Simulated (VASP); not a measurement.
Here is a VASP 6.6.1 calculation.

The input INCAR:

```
PREC     = Accurate       # precision mode
ENCUT    = 520            # plane-wave cutoff, eV
EDIFF    = 1E-6           # SCF threshold, eV
ISMEAR   = -1             # smearing method
SIGMA    = 0.05           # smearing width, eV
LREAL    = False          # projectors in reciprocal space
LASPH    = True           # aspherical terms in the spheres
NELM     = 80             # most SCF steps
ALGO     = Normal         # electronic algorithm
ISIF     = 2              # what is computed and relaxed
LWAVE    = False          # write WAVECAR
LCHARG   = False          # write CHGCAR
NBANDS   = 16             # bands
```

Contents of KPOINTS:

```
regular mesh
0
Gamma
  8 8 7
```

Contents of POSCAR:

```
NbTe
1.0
    3.6781214607      0.0000000000      0.0000000000
   -1.8390607303      3.1853466232      0.0000000000
    0.0000000000      0.0000000000      3.6694168905
Te Nb
1 1
Direct
    0.6666666667      0.3333333333      0.0000000000
    0.0000000000      0.0000000000      0.5000000000
```

Potentials or basis: VASP PAW LDA potentials, release 64 (Te, Nb_sv).

Run with:

```console
$ cat potpaw_LDA.64/Te/POTCAR potpaw_LDA.64/Nb_sv/POTCAR > POTCAR
$ mpirun -np 1 vasp_std > vasp.out
```

(1) Estimate the pressure.

Answers

(1) -5.3 GPa.
